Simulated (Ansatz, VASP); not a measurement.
**Two plane-wave programs on BeS**

```xyz
2
Lattice="0.0000 2.4859 2.4859 2.4859 0.0000 2.4859 2.4859 2.4859 0.0000" Properties=species:S:1:pos:R:3 pbc="T T T"
Be    2.4859    2.4859    2.4859
S     1.2429    1.2429    1.2429
```

Alike in both runs: task single point; functional PBE; k mesh 8 × 8 × 8; occupations gaussian, width 0.02 eV; no spin polarisation.

```csv
,VASP,Ansatz
version,VASP 6.6.1,Ansatz 0.2.0
potentials or method,"VASP PAW PBE potentials, release 64 (Be, S), cutoff 600 eV","scalar-relativistic, plane waves, PAW"
valence electrons in the cell,8,8
```

```csv
,VASP,Ansatz,Ansatz less VASP
gap on the k mesh at the Fermi level (eV),3.26,3.26,-0.001
least direct gap on the mesh (eV),5.27,5.27,+0.002
pressure (GPa),-4.8,-4.8,-0.04
```
